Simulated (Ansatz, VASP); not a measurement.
# One calculation of Ag, two programs

File POSCAR:

```
Ag
1.0
    2.8701872985      0.0000000000      0.0000000000
   -1.4350936493      2.4856551142      0.0000000000
    0.0000000000      0.0000000000      4.6922174607
Ag
2
Direct
    0.6666666667      0.3333333333      0.7500000000
    0.3333333333      0.6666666667      0.2500000000
```

Contents of INCAR.step1:

```
PREC = Accurate ; ENCUT = 520
ISMEAR = -1 ; SIGMA = 0.05
LREAL = False ; LASPH = True
NELM = 100 ; NBANDS = 18
GGA = PE ; ALGO = Normal
EDIFF = 1E-4 ; LWAVE = True
LCHARG = False
```

Contents of INCAR.step2:

```
PREC = Accurate ; ENCUT = 520
EDIFF = 1E-6 ; ISMEAR = -1
SIGMA = 0.05 ; LREAL = False
LASPH = True ; NELM = 100
ALGO = Normal ; ISIF = 2
LWAVE = False ; LCHARG = False
METAGGA = R2SCAN ; LMIXTAU = True
NBANDS = 18 ; ISTART = 1
```

KPOINTS

```
regular mesh
0
Gamma
  10 10 6
```

input.yaml

```yaml
crystal:
  lattice:
    - [2.8701872985, 0.0, 0.0]
    - [-1.4350936493, 2.4856551142, 0.0]
    - [0.0, 0.0, 4.6922174607]
  atoms:
    - { symbol: Ag, position: [0.6666666667, 0.3333333333, 0.75] }
    - { symbol: Ag, position: [0.3333333333, 0.6666666667, 0.25] }
hamiltonian:
  xc: r2scan
  pseudopotentials: { kind: paw }
kpoints:
  mp_grid: { grid: [10, 10, 6] }
scf:
  occupations: { method: fermi_dirac, width: 0.05 }
output:
  forces: true
  stress: true
  eigenvalues: true
```

Alike in both runs: task single point; functional r2SCAN; k mesh 10 × 10 × 6; occupations fermi-dirac, width 0.05 eV; no spin polarisation.

|  | VASP | Ansatz |
| --- | --- | --- |
| version | VASP 6.6.1 | Ansatz 0.2.0 |
| potentials or method | VASP PAW PBE potentials, release 64 (Ag) | Ansatz PAW |
| plane-wave cutoff (eV) | 520 | 500 |
| valence electrons in the cell | 22 | 38 |

Ansatz gave:

| Item | Value |
| --- | --- |
| gap on the k mesh at the Fermi level (eV) | none |
| pressure (GPa) | 4.2 |
| traceless stress, the component that is largest in VASP (GPa) | -0.48 |

Task: Which values does VASP return?

Result: gap on the k mesh at the Fermi level (eV): none; pressure (GPa): 4.4; traceless stress, the component that is largest in VASP (GPa): -0.48.

VASP's potentials were made for PBE, not for r2SCAN. A gap of «none» marks a metal or a gap that the smearing closes. VASP's potentials hold 22 valence electrons a cell and Ansatz's 38, so a difference there can come from the potentials and not from the codes.
